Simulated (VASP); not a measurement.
A run of VASP 6.6.1:

The input INCAR:

```
SYSTEM = Be
ALGO = Fast
EDIFF = 1E-6
ENCUT = 520
GGA = PE
ISIF = 2
ISMEAR = 0
IVDW = 12
LASPH = .TRUE.
LCHARG = .FALSE.
LREAL = .FALSE.
LWAVE = .FALSE.
NBANDS = 9
NELM = 80
PREC = Accurate
SIGMA = 0.15
```

Contents of KPOINTS:

```
k-points
0
G
  24 24 12
  0 0 0
```

File POSCAR:

```
Be
1.0
    2.2141966284      0.0000000000      0.0000000000
   -1.1070983142      1.9175505292      0.0000000000
    0.0000000000      0.0000000000      3.5001053904
Be
2
Direct
    0.3486669704      0.7391549781      0.2500000000
    0.6513330296      0.2608450219      0.7500000000
```

Potentials or basis: VASP PAW PBE potentials, release 64 (Be).

The run is started by

```bash
$ cat potpaw_PBE.64/Be/POTCAR > POTCAR
$ mpirun -np 1 vasp_std > vasp.out
```

Hardware: 1 thread of Oxide Virtual Turin-like Processor, on a shared host.

Question: How long does it take, and how much memory?

Answer: Run time: 4 min on 1 thread of Oxide Virtual Turin-like Processor (shared host), peak memory 0.29 GiB. Counts: scf iterations 11, k points 2030.
